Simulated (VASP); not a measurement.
# TaN (pbe) (Fm-3m) in VASP: single point with PBE

Aim: the single point of TaN (pbe) with PBE.

Everything below comes from runs of VASP 6.6.1. Logs are shortened: lines on timing, memory, paths and dates and some standing lists are left out, and cuts for length are marked.

### 1 The cell of the first run

The structure is cubic, space group Fm-3m (No. 225). Conventional cell: a = 4.417 Å, b = 4.417 Å, c = 4.417 Å, α = 90.00°, β = 90.00°, γ = 90.00°. Ta (site symmetry m-3m) has 6 N at 2.21 Å within 2.9 Å. Within 2.9 Å of N (site symmetry m-3m) lie 6 Ta at 2.21 Å.

### 2 Single point, PBE

INCAR

```
PREC     = Accurate       # precision mode
ENCUT    = 600            # plane-wave cutoff, eV
EDIFF    = 1E-6           # SCF threshold, eV
ISMEAR   = 0              # smearing method
SIGMA    = 0.1            # smearing width, eV
LREAL    = F              # projectors in reciprocal space
LASPH    = T              # aspherical terms in the spheres
NELM     = 120            # most SCF steps
ALGO     = Normal         # electronic algorithm
ISIF     = 2              # what is computed and relaxed
LWAVE    = F              # write WAVECAR
LCHARG   = F              # write CHGCAR
GGA      = PE             # functional
NBANDS   = 15             # bands
GGA_COMPAT= F
```

KPOINTS

```
Automatic mesh
0
Gamma
  16 16 16
```

POSCAR

```
TaN
1.0
    0.0000000000      2.2086303819      2.2086303819
    2.2086303819      0.0000000000      2.2086303819
    2.2086303819      2.2086303819      0.0000000000
Ta N
1 1
Direct
    0.5000000000      0.5000000000      0.5000000000
    0.0000000000      0.0000000000      0.0000000000
```

Potentials or basis: VASP PAW PBE potentials, release 64 (Ta_pv, N).

Command:

```
$ cat potpaw_PBE.64/Ta_pv/POTCAR potpaw_PBE.64/N/POTCAR > POTCAR
$ mpirun -np 1 vasp_std > vasp.out
```

OUTCAR:

```text
PREC = Accurate
   ENCUT = 600
   EDIFF = 1E-6
   ISMEAR = 0
   LREAL = F
   LASPH = T
   NELM = 120
   ISIF = 2
   GGA = PE

 ion  position               nearest neighbor table
   1  0.500  0.500  0.500-   2 2.21   2 2.21   2 2.21   2 2.21   2 2.21   2 2.21
   2  0.000  0.000  0.000-   1 2.21   1 2.21   1 2.21   1 2.21   1 2.21   1 2.21

  LATTYP: Found a face centered cubic cell.
 ALAT       =     4.4172607638

  Lattice vectors:

 A1 = (   0.0000000000,   2.2086303819,   2.2086303819)
 A2 = (   2.2086303819,   0.0000000000,   2.2086303819)
 A3 = (   2.2086303819,   2.2086303819,   0.0000000000)

Analysis of symmetry for initial positions (statically):
=====================================================================
 Subroutine PRICEL returns:
 Original cell was already a primitive cell.

 Routine SETGRP: Setting up the symmetry group for a
 face centered cubic supercell.

 Subroutine GETGRP returns: Found 48 space group operations
[... 9 lines left out ...]

 Routine SETGRP: Setting up the symmetry group for a
 face centered cubic supercell.

 Subroutine GETGRP returns: Found 48 space group operations
[... 11 lines left out ...]
                                     Primitive cell

  volume of cell :      21.5476

  direct lattice vectors                    reciprocal lattice vectors
     0.000000000  2.208630382  2.208630382    -0.226384643  0.226384643  0.226384643
     2.208630382  0.000000000  2.208630382     0.226384643 -0.226384643  0.226384643
     2.208630382  2.208630382  0.000000000     0.226384643  0.226384643 -0.226384643

  length of vectors
     3.123475040  3.123475040  3.123475040     0.392109703  0.392109703  0.392109703

  position of ions in fractional coordinates (direct lattice)
     0.500000000  0.500000000  0.500000000
     0.000000000  0.000000000  0.000000000

  ion indices of the primitive-cell ions
   primitive index   ion index
                 1           1
                 2           2

----------------------------------------------------------------------------------------

 KPOINTS: Automatic mesh

Automatic generation of k-mesh.
 Grid dimensions read from file:
 generate k-points for:   16   16   16

 Generating k-lattice:

  Cartesian coordinates                     Fractional coordinates (reciprocal lattice)
    -0.014149040  0.014149040  0.014149040     0.062500000  0.000000000  0.000000000
     0.014149040 -0.014149040  0.014149040     0.000000000  0.062500000  0.000000000
     0.014149040  0.014149040 -0.014149040     0.000000000  0.000000000  0.062500000

  Length of vectors
     0.024506856  0.024506856  0.024506856

  Shift w.r.t. Gamma in fractional coordinates (k-lattice)
     0.000000000  0.000000000  0.000000000

 Subroutine IBZKPT returns following result:
 ===========================================

 Found    145 irreducible k-points:

 Following reciprocal coordinates:
            Coordinates               Weight
  0.000000  0.000000  0.000000      1.000000
  0.062500  0.000000  0.000000      8.000000
  0.125000  0.000000  0.000000      8.000000
  0.187500  0.000000  0.000000      8.000000
  0.250000  0.000000  0.000000      8.000000
  0.312500  0.000000  0.000000      8.000000
[... 16 lines left out ...]
 -0.125000  0.062500  0.000000     24.000000
 -0.062500  0.062500  0.000000     12.000000
 [... further k-points ...]
   k-points           NKPTS =    145   k-points in BZ     NKDIM =    145   number of bands    NBANDS=     15
   number of dos      NEDOS =    301   number of ions     NIONS =      2
   total plane-waves  NPLWV =  21952
   dimension x,y,z NGX =    28 NGY =   28 NGZ =   28
   dimension x,y,z NGXF=    56 NGYF=   56 NGZF=   56
   ions per type =               1   1
   NGX,Y,Z   is equivalent  to a cutoff of  14.90, 14.90, 14.90 a.u.
   NGXF,Y,Z  is equivalent  to a cutoff of  29.81, 29.81, 29.81 a.u.
 SYSTEM =  unknown system
   PREC   = accura    normal or accurate (medium, high low for compatibility)
   ISTART =      0    job   : 0-new  1-cont  2-samecut
   ICHARG =      2    charge: 1-file 2-atom 10-const
   ISPIN  =      1    spin polarized calculation?
   LNONCOLLINEAR =      F non collinear calculations
   LSORBIT =      F    spin-orbit coupling
   LASPH  =      T    aspherical Exc in radial PAW
   ENCUT  =  600.0 eV  44.10 Ry    6.64 a.u.   6.24  6.24  6.24*2*pi/ulx,y,z
   NELM   =    120;   NELMIN=  2; NELMDL= -5     # of ELM steps
   EDIFF  = 0.1E-05   stopping-criterion for ELM
   LREAL  =      F    real-space projection
   EDIFFG = 0.1E-04   stopping-criterion for IOM
   NSW    =      0    number of steps for IOM
   IBRION =     -1    ionic relax: 0-MD 1-quasi-New 2-CG
   NFREE  =      0    steps in history (QN), initial steepest desc. (CG)
   ISIF   =      2    stress and relaxation
   ISYM   =      2    0-nonsym 1-usesym 2-fastsym
   POTIM  = 0.5000    time-step for ionic-motion
   TEBEG  =    0.0;   TEEND  =   0.0 temperature during run
   PSTRESS=    0.0 pullay stress
   NELECT =      16.0000    total number of electrons
   NUPDOWN=      -1.0000    fix difference up-down
   EMIN   =  10.00;   EMAX   =-10.00  energy-range for DOS
   EFERMI =   0.00;   METHOD = LEGACY
   ISMEAR =     0;   SIGMA  =   0.10  broadening in eV -4-tet -1-fermi 0-gaus
   EFERMI_NEDOS =   21; number of points for ismear=-14 and -15
   IALGO  =     38    algorithm
   IMIX   =      4    mixing-type and parameters
     AMIX     =   0.40;   BMIX     =  1.00
     AMIX_MAG =   1.60;   BMIX_MAG =  1.00
  volume/ion in A,a.u.               =      10.77        72.71
  Fermi-wavevector in a.u.,A,eV,Ry     =   1.482456  2.801435 29.901191  2.197676
  Thomas-Fermi vector in A             =   2.596240
   LORBIT       =      0    0 simple, 1 ext, 2 COOP (PROOUT), +10 PAW based schemes
   GGA     = PE    functional components
   LHFCALC =     F    Hartree Fock is set to
   AEXX    =    0.0000 exact exchange contribution
   IVDW    =     0    specifies the selected vdW correction
   LEPSILON=     F    determine dielectric tensor
   LRPA    =     F    only Hartree local field effects (RPA)
 non-spin polarized calculation
 Gauss-broadening in eV      SIGMA  =   0.10
  energy-cutoff  :      600.00
  volume of cell :       21.55
 maximum number of plane-waves:       736
 NGX is ok and might be reduce to    28
   NGX = 13   NGY = 13   NGZ = 13

 number of electron      15.9999999 magnetization

 Free energy of the ion-electron system (eV)
  ---------------------------------------------------
  ext. energy  EPLUGINS =         0.00000000
  ---------------------------------------------------
  free energy    TOTEN  =       -21.82864917 eV

  energy without entropy =      -21.82286363  energy(sigma->0) =      -21.82575640

 E-fermi :   9.3887     XC(G=0): -13.3643

 val. band max:        9.3798399606   @ k =  -0.2500   0.3750   0.1250
 cond. band min:       9.3938047938   @ k =  -0.3125   0.3125   0.1250
 fundamental gap:      0.0139648333
 Fermi energy:         9.3886771121

 k-point     1 :       0.0000    0.0000    0.0000
  band No.  band energies     occupation
      1     -26.4062      2.00000
      2     -26.4062      2.00000
      3     -26.4062      2.00000
      4      -9.3586      2.00000
      5       5.6074      2.00000
      6       5.6074      2.00000
      7       5.6074      2.00000
      8       7.3270      2.00000
      9       7.3270      2.00000
     10       7.3270      2.00000
     11       9.4574      0.33101
     12       9.4574      0.33100
     13      10.8017      0.00000
     14      18.7966      0.00000
     15      21.7310      0.00000

 k-point     2 :       0.0625    0.0000    0.0000
  band No.  band energies     occupation
      1     -26.4394      2.00000
      2     -26.4092      2.00000
      3     -26.4092      2.00000
      4      -9.2661      2.00000
      5       5.1009      2.00000
      6       5.2741      2.00000
      7       5.2741      2.00000
      8       7.4816      2.00000
      9       7.4816      2.00000
     10       7.5467      2.00000
     11       9.8416      0.00000
     12       9.8416      0.00000
     13      11.0961      0.00000
     14      19.0862      0.00000
     15      21.7309      0.00000

 k-point     3 :       0.1250    0.0000    0.0000
  band No.  band energies     occupation
      1     -26.5329      2.00000
      2     -26.4179      2.00000
      3     -26.4179      2.00000
      4      -8.9986      2.00000
      5       4.0719      2.00000
      6       4.5816      2.00000
      7       4.5816      2.00000
      8       7.8431      2.00000
      9       7.8431      2.00000
     10       7.8722      2.00000
     11      10.7775      0.00000
     12      10.7775      0.00000
     13      11.8433      0.00000
     14      19.8865      0.00000
     15      21.7305      0.00000

 k-point     4 :       0.1875    0.0000    0.0000
  band No.  band energies     occupation
      1     -26.6696      2.00000
      2     -26.4308      2.00000
      3     -26.4308      2.00000
      4      -8.5848      2.00000
      5       2.9225      2.00000
      6       3.8437      2.00000
      7       3.8437      2.00000
      8       8.2040      2.00000
      9       8.3595      2.00000
     10       8.3595      2.00000
     11      11.9664      0.00000
     12      11.9664      0.00000
     13      12.7782      0.00000
     14      20.9568      0.00000
     15      21.7303      0.00000
[... 307 lines left out ...]
 k-point    22 :      -0.1875    0.0625    0.0000
  band No.  band energies     occupation
      1     -26.7265      2.00000
      2     -26.4671      2.00000
      3     -26.4253      2.00000
      4      -8.3683      2.00000
      5       2.3782      2.00000
      6       3.3694      2.00000
      7       3.8327      2.00000
      8       8.2775      2.00000
      9       8.2811      2.00000
     10       9.2387      1.96607
     11      11.4503      0.00000
     12      13.1077      0.00000
     13      13.4922      0.00000
     14      21.4633      0.00000
     15      21.7316      0.00000

 k-point    23 :      -0.1250    0.0625    0.0000
  band No.  band energies     occupation
      1     -26.5871      2.00000
      2     -26.4475      2.00000
      3     -26.4140      2.00000
      4      -8.8066      2.00000
      5       3.4278      2.00000
      6       4.0397      2.00000
      7       4.5033      2.00000
      8       7.7897      2.00000
      9       7.9971      2.00000
     10       8.5831      2.00000
     11      10.4373      0.00000
     12      11.8550      0.00000
     13      12.5246      0.00000
     14      20.4480      0.00000
     15      21.7302      0.00000

 k-point    24 :      -0.0625    0.0625    0.0000
  band No.  band energies     occupation
      1     -26.4854      2.00000
      2     -26.4272      2.00000
      3     -26.4083      2.00000
      4      -9.1171      2.00000
      5       4.4105      2.00000
      6       4.7377      2.00000
      7       5.0741      2.00000
      8       7.4988      2.00000
      9       7.7088      2.00000
     10       8.0145      2.00000
     11       9.8569      0.00000
     12      10.7116      0.00000
     13      11.6234      0.00000
     14      19.5460      0.00000
     15      21.7307      0.00000

 [... further k-points ...]

------------------------ aborting loop because EDIFF is reached ----------------------------------------

  FORCE on cell =-STRESS in cart. coord.  units (eV):
  Direction    XX          YY          ZZ          XY          YZ          ZX
  --------------------------------------------------------------------------------------
  -------------------------------------------------------------------------------------
  Total        0.0902724      0.0902724      0.0902724      0.0000000      0.0000000      0.0000000
  in kB        6.7122215      6.7122215      6.7122215      0.0000000      0.0000000      0.0000000
  external PRESSURE =       6.7122215 kB  Pullay stress =       0.0000000 kB

 VOLUME and BASIS-vectors are now :
 -----------------------------------------------------------------------------
  energy-cutoff  :      600.00
  volume of cell :       21.55
      direct lattice vectors                 reciprocal lattice vectors
     0.000000000  2.208630382  2.208630382    -0.226384643  0.226384643  0.226384643
     2.208630382  0.000000000  2.208630382     0.226384643 -0.226384643  0.226384643
     2.208630382  2.208630382  0.000000000     0.226384643  0.226384643 -0.226384643

 POSITION                                       TOTAL-FORCE (eV/Angst)
 -----------------------------------------------------------------------------------
      2.20863      2.20863      2.20863        -0.000000     -0.000000      0.000000
      0.00000      0.00000      0.00000         0.000000      0.000000     -0.000000
 -----------------------------------------------------------------------------------
    total drift:                                0.000000      0.000000      0.000000

  FREE ENERGIE OF THE ION-ELECTRON SYSTEM (eV)
  ---------------------------------------------------
  free  energy   TOTEN  =       -21.8286491747 eV

  energy  without entropy=      -21.8228636287  energy(sigma->0) =      -21.82575640
```

Wall time 1.7 min (1 thread of AMD EPYC 7R13, shared host); peak memory 0.18 GiB.

Results:

| Item | Value |
| --- | --- |
| Free energy | -21.8286 eV |
| Pressure | 0.7 GPa |
| Band gap on the k mesh | zero (band 8 reaches 11.26 eV, above the bottom of band 9 at 7.33 eV) |

Levels at points of the mesh, in eV from the Fermi level:
```csv
k point,band 5,band 6,band 7,band 8,band 9,band 10,band 11,band 12
"(0.00, 0.00, 0.00)",-3.78,-3.78,-3.78,-2.06,-2.06,-2.06,0.07,0.07
"(0.50, 0.00, 0.00)",-10.26,-7.48,-7.48,1.87,1.87,1.96,3.79,7.40
"(0.50, 0.50, 0.00)",-6.61,-5.37,-4.60,-4.60,2.08,3.48,3.48,4.40
```

Caveat: spin-orbit coupling is left out, which moves the levels of the heavy elements.
